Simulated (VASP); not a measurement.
Cu: single point with PBE

Crystal: Cu.

```xyz
2
Lattice="2.5672 0.0000 0.0000 -1.2836 2.2233 0.0000 0.0000 0.0000 4.1921" Properties=species:S:1:pos:R:3 pbc="T T T"
Cu    0.0000    1.3302    1.0480
Cu    1.2836    0.8931    3.1440
```

This cell differs from its parent crystal: atoms displaced along a vibrational mode.

```json
{"Program": "VASP 6.6.1", "Task": "single point", "Functional": "PBE", "Potentials or basis": "VASP PAW PBE potentials, release 64 (Cu)", "Cutoff": "520 eV", "k mesh": "21 × 21 × 10", "Occupations": "gaussian, width 0.15 eV", "Spin": "no spin polarisation", "Dipole correction": "no", "Further INCAR settings": "ALGO = Fast; EDIFF = 1e-06; NBANDS = 18"}
```

* Pressure: 2.2 GPa
* Largest force: 0.215 eV/Å
* Band gap on the k mesh: zero (bands 11 and 12 overlap by 5.94 eV)

Forces in eV/Å, atoms in the order of the input:
```
Cu   0.000  0.215  0.000
Cu   0.000 -0.215  0.000
```

Stress tensor (GPa, compression positive):
```
 3.99  0.00  0.00
 0.00 -2.43  0.00
 0.00  0.00  4.92
```

Levels at points of the mesh, in eV from the Fermi level:
| k point | band 7 | band 8 | band 9 | band 10 | band 11 | band 12 | band 13 | band 14 | band 15 | band 16 |
| --- | --- | --- | --- | --- | --- | --- | --- | --- | --- | --- |
| (0.00, 0.00, 0.00) | -2.70 | -2.67 | -2.13 | -2.06 | -1.52 | -0.98 | 3.68 | 20.76 | 20.98 | 21.66 |
| (0.00, 0.00, 0.50) | -2.93 | -2.93 | -2.09 | -2.09 | -1.95 | -1.95 | 12.32 | 12.32 | 22.05 | 22.05 |

Run time: 4 min on 1 thread of Intel(R) Xeon(R) Platinum 8259CL CPU @ 2.50GHz (Skylake/Cascade Lake), on a shared host, peak memory 0.35 GiB.

Caveat: the cell differs from its parent crystal (atoms displaced along a vibrational mode).
